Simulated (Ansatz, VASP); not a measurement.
Two plane-wave programs on PdPt2Se3

```
CELL_PARAMETERS angstrom
3.75524 0.00000 0.00000
-1.87762 3.25213 0.00000
0.00000 0.00000 9.17510
ATOMIC_POSITIONS crystal
Pd 0.00000 0.00000 0.00000
Pt 0.33333 0.66667 0.67165
Pt 0.66667 0.33333 0.32835
Se 0.33333 0.66667 0.17573
Se 0.66667 0.33333 0.82427
Se 0.00000 0.00000 0.50000
```

Change from the starting cell: species swapped into the Mn2NiO3 type (P-3m1, No. 164).

Alike in both runs: functional PBE; k mesh 6 × 6 × 2; occupations gaussian, width 0.1 eV; no spin polarisation.

Ansatz relaxed the structure, and its values are those at the end. VASP's run is a single point on that final structure, the one shown.

|  | VASP | Ansatz |
| --- | --- | --- |
| version | VASP 6.6.1 | Ansatz 0.2.0 |
| potentials or method | VASP PAW PBE potentials, release 64 (Pd, Pt, Se), cutoff 520 eV | scalar-relativistic, plane waves, PAW |
| valence electrons in the cell | 48 | 102 |

|  | VASP | Ansatz | Ansatz less VASP |
| --- | --- | --- | --- |
| gap on the k mesh at the Fermi level (eV) | none | none | - |
| pressure (GPa) | 0.0 | 0.0 | +0.03 |
| rms of the force components (eV/Å) | 0.010 | 0.008 | -0.0022 |

A gap of «none» marks a metal or a gap that the smearing closes. VASP's potentials hold 48 valence electrons a cell and Ansatz's 102, so a difference there can come from the potentials and not from the codes.

Neither program's run includes spin-orbit coupling.
